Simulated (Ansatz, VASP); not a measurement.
## B in VASP and in Ansatz

INCAR

```
AGGAC    = 1.0          
AGGAX    = 1.0          
ALDAC    = 0.0          
ALDAX    = 1.0          
ALGO     = Normal         # electronic algorithm
EDIFF    = 1E-6           # SCF threshold, eV
ENCUT    = 520            # plane-wave cutoff, eV
GGA      = B5             # functional
ISIF     = 2              # what is computed and relaxed
ISMEAR   = -1             # smearing method
LASPH    = True           # aspherical terms in the spheres
LCHARG   = True           # write CHGCAR
LELF     = True           # ELF
LREAL    = False          # projectors in reciprocal space
LVHAR    = True         
LWAVE    = False          # write WAVECAR
NBANDS   = 10             # bands
NELM     = 60             # most SCF steps
PREC     = Accurate       # precision mode
SIGMA    = 0.1            # smearing width, eV
```

KPOINTS

```
k-points
0
Gamma
  15 15 15
```

Contents of POSCAR:

```
B
1.0
    0.0000000000      2.0441931237      2.0441931237
    2.0441931237      0.0000000000      2.0441931237
    2.0441931237      2.0441931237      0.0000000000
B
2
Direct
    0.1250000000      0.1250000000      0.1250000000
    0.8750000000      0.8750000000      0.8750000000
```

Input for Ansatz:

```yaml
crystal:
  lattice:
    - [0.0, 2.0441931237, 2.0441931237]
    - [2.0441931237, 0.0, 2.0441931237]
    - [2.0441931237, 2.0441931237, 0.0]
  atoms:
    - { symbol: B, position: [0.125, 0.125, 0.125] }
    - { symbol: B, position: [0.875, 0.875, 0.875] }
hamiltonian:
  xc: blyp
  pseudopotentials:
    kind: paw
    azcp:
      B: "pseudopotentials/B.paw.azcp"
basis:
  ecutwfc: 420
  fft_grid_basis: typed
kpoints:
  mp_grid: { grid: [15, 15, 15], shift: [0, 0, 0] }
magnetization:
  spin_polarized: false
scf:
  occupations: { method: fermi_dirac, width: 0.1 }
  lower_state_search: "off"
output:
  stress: true
```

Alike in both runs: task single point; functional BLYP; k mesh 15 × 15 × 15; occupations fermi-dirac, width 0.1 eV; no spin polarisation.

```csv
,VASP,Ansatz
version,VASP 6.6.1,Ansatz 0.2.0
potentials or method,"VASP PAW PBE potentials, release 64 (B), cutoff 520 eV","plane waves (420 eV) with PAW, scalar-relativistic"
valence electrons in the cell,6,6
```

```csv
,VASP,Ansatz,Ansatz less VASP
pressure (GPa),0.0,0.0,-0.01
```

VASP's potentials were made for PBE, not for BLYP. With one functional, cell and mesh, what is left measures potentials, basis and numerics.
